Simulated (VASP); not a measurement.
Runs of VASP 6.6.1 on LiY3. Symmetry: Fm-3m, No. 225, cubic system. Conventional cell: a = 7.800 Å, b = 7.800 Å, c = 7.800 Å, α = 90.00°, β = 90.00°, γ = 90.00°. Within 4.4 Å of Y (site symmetry m-3m) lie 8 Y at 3.38 Å and 6 Li at 3.90 Å. Within 4.4 Å of Y (site symmetry -43m) lie 4 Li at 3.38 Å and 10 Y at 3.38 to 3.90 Å. Li (site symmetry m-3m) has 14 Y at 3.38 to 3.90 Å within 4.4 Å. 

| level | k mesh | smearing | gap on the mesh (eV) | largest force (eV/Å) |
| --- | --- | --- | --- | --- |
| PBEsol | 5 × 5 × 5 | fermi-dirac 0.025 eV | none | - |
| PBEsol | 4 × 4 × 4 | fermi-dirac 0.025 eV | none | (a) |
| PBEsol | 5 × 5 × 5 | fermi-dirac 0.01 eV | none | - |
| PBE | 6 × 6 × 6 | fermi-dirac 0.05 eV | none | - |
| PBEsol | 4 × 4 × 4 | fermi-dirac 0.05 eV | none | 0.20 |
| PBEsol | 5 × 5 × 5 | fermi-dirac 0.005 eV | none | - |
| PBEsol | 5 × 5 × 5 | fermi-dirac 0.05 eV | none | - |

Alike in all rows: task single point; potentials or basis VASP PAW PBE potentials, release 64 (Y_sv, Li_sv); no spin polarisation; cell as given; cutoff (eV) 520.

**Question.** Fill in the values left out.

**Answer.** (a) 0.18.

Caveats: the PAW data sets were made with another functional, which shifts forces and pressure a little (some runs).

A k mesh can miss the band edges, and the runs leave out spin-orbit coupling on Y.

A gap of «none» marks levels without a gap at the run's occupations.
